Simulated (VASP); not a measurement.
# CaAlO4 (P-43m) in VASP: a series of runs, part 2 of 2

VASP 6.6.1. The steps go on from the part before.

**4. Relaxation of cell and atoms, PBE, collinear spin, ferromagnetic start**

File INCAR:

```
SYSTEM = CaAlO4
ALGO = Fast
EDIFF = 1E-6
EDIFFG = -0.04
ENCUT = 600
GGA = PE
IBRION = 2
ISIF = 3
ISMEAR = 0
ISPIN = 2
LASPH = .TRUE.
LCHARG = .FALSE.
LORBIT = 11
LREAL = .FALSE.
LWAVE = .FALSE.
MAGMOM = 0 0 1 1 1 1
NELM = 150
NSW = 90
PREC = Accurate
SIGMA = 0.1
```

File KPOINTS:

```
k-points
0
G
  4 4 4
  0 0 0
```

File POSCAR:

```
CaAlO4
1.0
    4.3063790800      0.0000000000      0.0000000000
    0.0000000000      4.3063790800      0.0000000000
    0.0000000000      0.0000000000      4.3063790800
Ca Al O
1 1 4
Direct
    0.0000000000      0.0000000000      0.0000000000
    0.5000000000      0.5000000000      0.5000000000
    0.7495894800      0.7495894800      0.7495894800
    0.2504105200      0.2504105200      0.7495894800
    0.2504105200      0.7495894800      0.2504105200
    0.7495894800      0.2504105200      0.2504105200
```

Run with:

```bash
cat potpaw_PBE.64/Ca_sv/POTCAR potpaw_PBE.64/Al/POTCAR potpaw_PBE.64/O/POTCAR > POTCAR
mpirun -np 1 vasp_std > vasp.out
```

Wall time 13 min (1 thread of Oxide Virtual Turin-like, shared host); peak memory 0.24 GiB.

It converged, with:

```yaml
Free_energy: -34.8420 eV
Relaxed_volume: 16.49 Å³/atom
Relaxed_cell: a = 4.625 Å, b = 4.625 Å, c = 4.625 Å, α = 90.00°, β = 90.00°, γ = 90.00°
Space_group_after_relaxing_to_0.1_Å: P-43m (No. 215)
Energy_gained_by_relaxing: 665.7 meV/atom
Ionic_steps: 8
Pressure_after_relaxing: 0.0 GPa
Largest_force_after_relaxing: 0.003 eV/Å
Band_gap_on_the_k_mesh: zero (filled and empty bands overlap)
Net_moment: 3.00 μB per cell
Site_moments: Ca -0.01; Al -0.03; O +0.62 μB
Valence_electrons_inside_the_program's_atomic_spheres: Ca 8.15; Al 0.83; O 4.91
```

Forces on the atoms (eV/Å):
```
Ca   0.000  0.000  0.000
Al   0.000  0.000  0.000
O   -0.002 -0.002 -0.002
O    0.002  0.002 -0.002
O    0.002 -0.002  0.002
O   -0.002  0.002  0.002
```

The path:
```tsv
step	energy change (eV)	largest force (eV/Å)	pressure (GPa)	volume (Å³)
1	0.0000	7.6614	24.10	79.86
2	-2.8669	4.2505	6.80	105.31
3	-3.9265	0.6124	4.47	94.55
4	-3.9277	0.5004	4.51	94.24
5	-3.9721	0.4812	-1.73	100.22
6	-3.9904	0.1641	0.30	98.04
7	-3.9937	0.0479	0.07	98.67
8	-3.9939	0.0034	-0.03	98.92
```

Final structure:
```
Ca Al O
1.0
     4.62488    0.00000    0.00000
     0.00000    4.62488    0.00000
     0.00000    0.00000    4.62488
Ca Al O
1 1 4
Direct
  0.00000 0.00000 0.00000
  0.50000 0.50000 0.50000
  0.71913 0.71913 0.71913
  0.28087 0.28087 0.71913
  0.28087 0.71913 0.28087
  0.71913 0.28087 0.28087
```

Levels at points of the mesh, in eV from the Fermi level:
Spin up:
| k point | band 16 | band 17 | band 18 | band 19 | band 20 | band 21 | band 22 | band 23 | band 24 |
| --- | --- | --- | --- | --- | --- | --- | --- | --- | --- |
| (0.00, 0.00, 0.00) | -1.30 | -1.30 | -1.29 | -1.29 | -1.29 | 5.06 | 7.38 | 7.41 | 7.41 |
| (0.50, 0.00, 0.00) | -1.81 | -1.46 | -1.46 | -1.01 | -1.01 | 7.11 | 7.35 | 7.57 | 7.57 |
| (0.50, 0.50, 0.00) | -1.57 | -1.42 | -1.26 | -1.26 | -0.94 | 7.18 | 7.24 | 7.94 | 8.01 |
| (0.50, 0.50, 0.50) | -1.40 | -1.40 | -0.94 | -0.94 | -0.94 | 7.90 | 7.90 | 8.15 | 8.15 |
Spin down:
| k point | band 15 | band 16 | band 17 | band 18 | band 19 | band 20 |
| --- | --- | --- | --- | --- | --- | --- |
| (0.00, 0.00, 0.00) | 0.03 | 0.03 | 0.03 | 0.16 | 0.16 | 0.16 |
| (0.50, 0.00, 0.00) | -0.79 | -0.51 | -0.22 | -0.22 | 0.43 | 0.43 |
| (0.50, 0.50, 0.00) | -0.84 | -0.49 | 0.01 | 0.15 | 0.15 | 0.55 |
| (0.50, 0.50, 0.50) | -1.20 | 0.02 | 0.02 | 0.58 | 0.58 | 0.58 |

Caveat: the k points lie up to 0.34 Å⁻¹ apart in the final cell; the volume moved by over 15 % at a fixed basis, so the end points are rough.

**5. Single point, PBE, collinear spin, ferromagnetic start**

This run uses another cell than the first one, of 16.43 Å³/atom.

File INCAR:

```
PREC = Accurate ; ENCUT = 520
EDIFF = 1E-6 ; ISMEAR = 0
SIGMA = 0.1 ; LREAL = F
LASPH = T ; NELM = 150
ALGO = Normal ; ISIF = 2
LWAVE = F ; LCHARG = F
ISPIN = 2 ; MAGMOM = 0 0 0.67 0.67 0.67 0.67
LORBIT = 11 ; GGA = PE
NBANDS = 32
```

File KPOINTS:

```
regular mesh
0
Gamma
  8 8 8
```

File POSCAR:

```
CaAlO4
1.0
    4.6197440527      0.0000000000      0.0000000000
    0.0000000000      4.6197440527      0.0000000000
    0.0000000000      0.0000000000      4.6197440527
Ca Al O
1 1 4
Direct
    0.0000000000      0.0000000000      0.0000000000
    0.5000000000      0.5000000000      0.5000000000
    0.7193353182      0.7193353182      0.7193353182
    0.2806646818      0.2806646818      0.7193353182
    0.2806646818      0.7193353182      0.2806646818
    0.7193353182      0.2806646818      0.2806646818
```

Run with:

```bash
cat potpaw_PBE.64/Ca_sv/POTCAR potpaw_PBE.64/Al/POTCAR potpaw_PBE.64/O/POTCAR > POTCAR
mpirun -np 1 vasp_std > vasp.out
```

Wall time 4.9 min (1 thread of Oxide Virtual Turin-like, shared host); peak memory 0.31 GiB.

It converged, with:

```yaml
Free_energy: -34.8575 eV
Pressure: 0.2 GPa
Largest_force: 0.029 eV/Å
Band_gap_on_the_k_mesh: zero (filled and empty bands overlap)
Net_moment: 3.00 μB per cell
Site_moments: Ca -0.01; Al -0.03; O +0.62 μB
Valence_electrons_inside_the_program's_atomic_spheres: Ca 8.16; Al 0.83; O 4.91
```

Forces in eV/Å, atoms in the order of the input:
```
Ca   0.000  0.000  0.000
Al   0.000  0.000  0.000
O   -0.017 -0.017 -0.017
O    0.017  0.017 -0.017
O    0.017 -0.017  0.017
O   -0.017  0.017  0.017
```

Levels at points of the mesh, in eV from the Fermi level:
Spin up:
```tsv
k point	band 17	band 18	band 19	band 20	band 21	band 22	band 23	band 24
(0.00, 0.00, 0.00)	-1.30	-1.30	-1.30	-1.30	5.07	7.31	7.31	7.42
(0.50, 0.00, 0.00)	-1.47	-1.47	-1.01	-1.01	7.12	7.36	7.42	7.59
(0.50, 0.50, 0.00)	-1.42	-1.27	-1.27	-0.94	7.20	7.26	7.97	7.97
(0.50, 0.50, 0.50)	-1.40	-0.94	-0.94	-0.94	7.93	7.93	8.18	8.18
```
Spin down:
| k point | band 14 | band 15 | band 16 | band 17 | band 18 | band 19 | band 20 | band 21 |
| --- | --- | --- | --- | --- | --- | --- | --- | --- |
| (0.00, 0.00, 0.00) | -1.66 | 0.03 | 0.03 | 0.03 | 0.15 | 0.15 | 0.15 | 5.30 |
| (0.50, 0.00, 0.00) | -1.16 | -0.80 | -0.52 | -0.22 | -0.22 | 0.43 | 0.43 | 7.38 |
| (0.50, 0.50, 0.00) | -1.05 | -0.84 | -0.50 | 0.01 | 0.15 | 0.15 | 0.55 | 7.35 |
| (0.50, 0.50, 0.50) | -1.21 | -1.21 | 0.02 | 0.02 | 0.57 | 0.57 | 0.57 | 7.95 |

**6. Summary**

| task | cell | k mesh | cutoff (eV) | gap on the mesh (eV) | pressure (GPa) | moment (μB) | largest force (eV/Å) |
| --- | --- | --- | --- | --- | --- | --- | --- |
| single point | a = 4.306 Å, 6 atoms, atomic positions A | 4 × 4 × 4 | 520 | none | 24.3 | 3.00 | 7.66 |
| single point | a = 4.620 Å, 6 atoms, atomic positions B | 4 × 4 × 4 | 520 | none | 0.2 | 3.00 | 0.02 |
| relaxation of cell and atoms | relaxed from a = 4.306 Å, 6 atoms, atomic positions A | 4 × 4 × 4 | 600 | none | 0.0 | 3.00 | - |
| single point | a = 4.620 Å, 6 atoms, atomic positions B | 8 × 8 × 8 | 520 | none | 0.2 | 3.00 | 0.03 |

Alike in all rows: level PBE; potentials or basis VASP PAW PBE potentials, release 64 (Ca_sv, Al, O); spin collinear, ferromagnetic start; smearing gaussian 0.1 eV.

Caveats: some runs use coarse meshes; forces of over 1 eV/Å act on the atoms, so gaps and moduli don't describe the material at rest (at least some runs); the volume moved by over 15 % at a fixed basis, so the end points are rough (at least some runs).

Absolute energies hang on the potentials; compare differences alone.
